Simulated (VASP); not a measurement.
# Sn2TeO2 (P-6m2) in VASP: a series of runs, part 2 of 2

VASP 6.6.1.

### 3 Single point, PBE

This run uses another cell than the first one, of 25.88 Å³/atom.

Input file INCAR:

```
PREC = Accurate
ENCUT = 520
EDIFF = 1E-7
ISMEAR = 0
SIGMA = 0.1
LREAL = False
LASPH = True
NELM = 80
ALGO = Normal
ISIF = 2
LWAVE = False
LCHARG = False
GGA = PE
NBANDS = 31
```

Input file KPOINTS:

```
Automatic mesh
0
Gamma
  6 6 2
```

Input file POSCAR:

```
Sn2TeO2
1.0
    4.3563683700      0.0000000000      0.0000000000
   -2.1781841800      3.7727256700      0.0000000000
    0.0000000000      0.0000000000      7.8720787800
Sn Te O
2 1 2
Direct
    0.0000000000      0.0000000000      0.6480203500
    0.0000000000      0.0000000000      0.3519796500
    0.6666666700      0.3333333300      0.0000000000
    0.0000000000      0.0000000000      0.0000000000
    0.3333333300      0.6666666700      0.0000000000
```

Potentials or basis: VASP PAW PBE potentials, release 64 (Sn_d, Te, O).

Started as:

```bash
$ cat potpaw_PBE.64/Sn_d/POTCAR potpaw_PBE.64/Te/POTCAR potpaw_PBE.64/O/POTCAR > POTCAR
$ mpirun -np 1 vasp_std > vasp.out
```

OUTCAR:

```text
PREC = Accurate
   ENCUT = 520
   EDIFF = 1E-7
   ISMEAR = 0
   LREAL = False
   LASPH = True
   NELM = 80
   ISIF = 2
   GGA = PE

 ion  position               nearest neighbor table
   1  0.000  0.000  0.648-   2 2.33   4 2.77
   2  0.000  0.000  0.352-   1 2.33   4 2.77
   3  0.667  0.333  0.000-   5 2.52   4 2.52   5 2.52   4 2.52   4 2.52   5 2.52
   4  0.000  0.000  0.000-   3 2.52   3 2.52   3 2.52   1 2.77   2 2.77
   5  0.333  0.667  0.000-   3 2.52   3 2.52   3 2.52

  LATTYP: Found a hexagonal cell.
 ALAT       =     4.3563683700
 C/A-ratio  =     1.8070278065

  Lattice vectors:

 A1 = (   4.3563683700,   0.0000000000,   0.0000000000)
 A2 = (  -2.1781841800,   3.7727256700,   0.0000000000)
 A3 = (   0.0000000000,   0.0000000000,   7.8720787800)

Analysis of symmetry for initial positions (statically):
=====================================================================
 Subroutine PRICEL returns:
 Original cell was already a primitive cell.

 Routine SETGRP: Setting up the symmetry group for a
 hexagonal supercell.

 Subroutine GETGRP returns: Found 12 space group operations
 (whereof 12 operations were pure point group operations)
 out of a pool of 24 trial point group operations.

The static configuration has the point symmetry D_3h.

Analysis of symmetry for dynamics (positions and initial velocities):
=====================================================================
 Subroutine PRICEL returns:
 Original cell was already a primitive cell.

 Routine SETGRP: Setting up the symmetry group for a
 hexagonal supercell.

 Subroutine GETGRP returns: Found 12 space group operations
 (whereof 12 operations were pure point group operations)
 out of a pool of 24 trial point group operations.

The dynamic configuration has the point symmetry D_3h.
[... 110 lines left out ...]
   EFERMI_NEDOS =   21; number of points for ismear=-14 and -15
   IALGO  =     38    algorithm
   IMIX   =      4    mixing-type and parameters
     AMIX     =   0.40;   BMIX     =  1.00
     AMIX_MAG =   1.60;   BMIX_MAG =  1.00
  volume/ion in A,a.u.               =      25.88       174.62
  Fermi-wavevector in a.u.,A,eV,Ry     =   1.159768  2.191643 18.300669  1.345061
  Thomas-Fermi vector in A             =   2.296357
   LORBIT       =      0    0 simple, 1 ext, 2 COOP (PROOUT), +10 PAW based schemes
   GGA     = PE    functional components
   LHFCALC =     F    Hartree Fock is set to
   AEXX    =    0.0000 exact exchange contribution
   IVDW    =     0    specifies the selected vdW correction
   LEPSILON=     F    determine dielectric tensor
   LRPA    =     F    only Hartree local field effects (RPA)
 non-spin polarized calculation
 Gauss-broadening in eV      SIGMA  =   0.10
  energy-cutoff  :      520.00
  volume of cell :      129.38
 maximum number of plane-waves:      3496
   NGX = 17   NGY = 17   NGZ = 29

 number of electron      46.0000004 magnetization

 Free energy of the ion-electron system (eV)
  ---------------------------------------------------
  ext. energy  EPLUGINS =         0.00000000
  ---------------------------------------------------
  free energy    TOTEN  =       -17.52933377 eV

  energy without entropy =      -17.50392803  energy(sigma->0) =      -17.51663090

 E-fermi :   4.0797     XC(G=0):  -9.0079

 val. band max:        4.0293709622   @ k =   0.3333   0.0000   0.5000
 cond. band min:       4.1055990408   @ k =   0.5000  -0.0000   0.5000
 fundamental gap:      0.0762280786
 Fermi energy:         4.0797321689

 k-point     1 :       0.0000    0.0000    0.0000
  band No.  band energies     occupation
      1     -18.7277      2.00000
      2     -18.1640      2.00000
      3     -18.1640      2.00000
      4     -17.8068      2.00000
      5     -17.8067      2.00000
      6     -17.7281      2.00000
[... 465 lines left out ...]
     30      10.9575      0.00000
     31      12.0009      0.00000

------------------------ aborting loop because EDIFF is reached ----------------------------------------

  FORCE on cell =-STRESS in cart. coord.  units (eV):
  Direction    XX          YY          ZZ          XY          YZ          ZX
  --------------------------------------------------------------------------------------
  -------------------------------------------------------------------------------------
  Total       -7.8457211     -7.8457210      9.3405722     -0.0000000      0.0000000      0.0000000
  in kB      -97.1570212    -97.1570209    115.6684221     -0.0000001      0.0000000      0.0000000
  external PRESSURE =     -26.2152067 kB  Pullay stress =       0.0000000 kB

 VOLUME and BASIS-vectors are now :
 -----------------------------------------------------------------------------
  energy-cutoff  :      520.00
  volume of cell :      129.38
      direct lattice vectors                 reciprocal lattice vectors
     4.356368370  0.000000000  0.000000000     0.229548999  0.132530176  0.000000000
    -2.178184180  3.772725670  0.000000000     0.000000000  0.265060354  0.000000000
     0.000000000  0.000000000  7.872078780     0.000000000  0.000000000  0.127031249

 POSITION                                       TOTAL-FORCE (eV/Angst)
 -----------------------------------------------------------------------------------
      0.00000      0.00000      5.10127        -0.000000      0.000000      7.702589
      0.00000      0.00000      2.77081        -0.000000      0.000000     -7.702589
      2.17818      1.25758      0.00000        -0.000000      0.000000      0.000000
      0.00000      0.00000      0.00000        -0.000000      0.000000      0.000000
     -0.00000      2.51515      0.00000         0.000000     -0.000000      0.000000
 -----------------------------------------------------------------------------------
    total drift:                                0.000022     -0.000013      0.000000

  FREE ENERGIE OF THE ION-ELECTRON SYSTEM (eV)
  ---------------------------------------------------
  free  energy   TOTEN  =       -17.5293337670 eV

  energy  without entropy=      -17.5039280267  energy(sigma->0) =      -17.51663090
```

Wall time 2.7 min (1 thread of Oxide Virtual Turin-like, shared host); peak memory 0.22 GiB.

What came out:

- Free energy: -17.5293 eV
- Pressure: -2.6 GPa
- Largest force: 7.703 eV/Å
- Band gap on the k mesh: zero (bands 23 and 24 overlap by 1.02 eV)

Forces in eV/Å, atoms in the order of the input:
```
Sn   0.000  0.000  7.703
Sn   0.000  0.000 -7.703
Te   0.000  0.000  0.000
O    0.000  0.000  0.000
O    0.000  0.000  0.000
```

Stress tensor (GPa, compression positive):
```
-9.72  0.00  0.00
 0.00 -9.72  0.00
 0.00  0.00 11.57
```

Levels at points of the mesh, in eV from the Fermi level:
| k point | band 21 | band 22 | band 23 | band 24 | band 25 | band 26 |
| --- | --- | --- | --- | --- | --- | --- |
| (0.00, 0.00, 0.00) | -0.86 | -0.34 | 0.71 | 1.02 | 1.02 | 3.82 |
| (0.50, 0.00, 0.00) | -0.80 | -0.64 | -0.23 | 0.16 | 0.23 | 2.00 |
| (0.00, 0.00, 0.50) | -0.90 | 0.41 | 0.92 | 0.92 | 2.21 | 3.61 |
| (0.50, 0.00, 0.50) | -0.81 | -0.40 | -0.22 | 0.03 | 0.61 | 2.02 |

Caveat: the k points lie up to 0.40 Å⁻¹ apart, too coarse for converged energies and pressures of a metal; spin-orbit coupling is left out, which moves the levels of the heavy elements; forces of over 1 eV/Å act on the atoms, so gaps and moduli don't describe the material at rest.
